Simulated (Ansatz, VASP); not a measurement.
**Two plane-wave programs on SrTe**

POSCAR

```
SrTe
1.0
    0.0000000000      3.3527582052      3.3527582052
    3.3527582052      0.0000000000      3.3527582052
    3.3527582052      3.3527582052      0.0000000000
Sr Te
1 1
Direct
    0.0000000000      0.0000000000      0.0000000000
    0.5000000000      0.5000000000      0.5000000000
```

File INCAR.step1:

```
SYSTEM = SrTe
PREC = Accurate
ENCUT = 400
EDIFF = 1E-5
ISMEAR = 0
SIGMA = 0.01
LREAL = .False.
LASPH = .True.
NELM = 120
ALGO = Normal
ISIF = 2
LWAVE = .True.
GGA = PE
NBANDS = 15
GGA_COMPAT = .False.
```

Contents of INCAR.step2:

```
SYSTEM = SrTe
PREC = Accurate
ENCUT = 400
EDIFF = 1E-6
ISMEAR = 0
SIGMA = 0.01
LREAL = .False.
LASPH = .True.
NELM = 120
ALGO = Normal
ISIF = 2
LWAVE = .False.
LCHARG = .True.
GGA = PE
LHFCALC = .True.
AEXX = 0.1
HFSCREEN = 0.3
PRECFOCK = Normal
LELF = .True.
LVHAR = .True.
ISTART = 1
NBANDS = 15
GGA_COMPAT = .False.
```

Contents of KPOINTS:

```
Automatic mesh
0
Gamma
  4 4 4
  0 0 0
```

Input for Ansatz:

```yaml
crystal:
  lattice:
    - [0.0, 3.3527582052, 3.3527582052]
    - [3.3527582052, 0.0, 3.3527582052]
    - [3.3527582052, 3.3527582052, 0.0]
  atoms:
    - { symbol: Sr, position: [0.0, 0.0, 0.0] }
    - { symbol: Te, position: [0.5, 0.5, 0.5] }
kpoints:
  mp_grid: { grid: [4, 4, 4] }
hamiltonian:
  xc: { exchange: pbe, correlation: pbe, exx: { coeff: 0.1, omega: 0.3 } }
scf:
  occupations: { method: fixed }
  n_extra_bands: 4
output:
  forces: true
  stress: true
  eigenvalues: true
```

Alike in both runs: task single point; functional PBE-based screened hybrid; k mesh 4 × 4 × 4; no spin polarisation.

```csv
,VASP,Ansatz
version,VASP 6.6.1,Ansatz 0.2.0
potentials or method,"VASP PAW PBE potentials, release 64 (Sr_sv, Te)",plane waves
plane-wave cutoff (eV),400,420
occupations,"gaussian, width 0.01 eV",fixed
valence electrons in the cell,16,26
```

|  | VASP | Ansatz | Ansatz less VASP |
| --- | --- | --- | --- |
| gap on the k mesh at the Fermi level (eV) | 1.96 | 1.98 | +0.018 |
| pressure (GPa) | 0.2 | 0.1 | -0.02 |

VASP's potentials were made for PBE, not for PBE-based screened hybrid. VASP's potentials hold 16 valence electrons a cell and Ansatz's 26, so a difference there can come from the potentials and not from the codes. Ansatz's warnings: stress exchange threshold loose, stress scf threshold loose.

Spin-orbit coupling is off throughout.
